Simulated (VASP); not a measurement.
BN:

```
B N
1.0
     2.53600    0.00000    0.00000
    -1.26800    2.19624    0.00000
     0.00000    0.00000    4.19900
B N
2 2
Direct
  0.66667 0.33333 0.00000
  0.33333 0.66667 0.50000
  0.66667 0.33333 0.37500
  0.33333 0.66667 0.87500
```

Program: VASP 6.6.1. Alike in all runs: task single point; level PBEsol+D3(BJ); potentials or basis VASP PAW PBE potentials, release 64 (B, N); no spin polarisation; cell as given; cutoff (eV) 520; smearing gaussian 0.01 eV. Hardware: 1 thread of Intel Xeon 6975P-C, with other jobs on the host.

Question: Order these runs on this cell by their wall time, lowest first.
A. k mesh 10 × 10 × 5
B. k mesh 5 × 5 × 3
C. k mesh 12 × 12 × 7

Answer: B (3.1 s), A (7.4 s), C (19 s).

Caveats: some runs use coarse meshes; three body term missing.
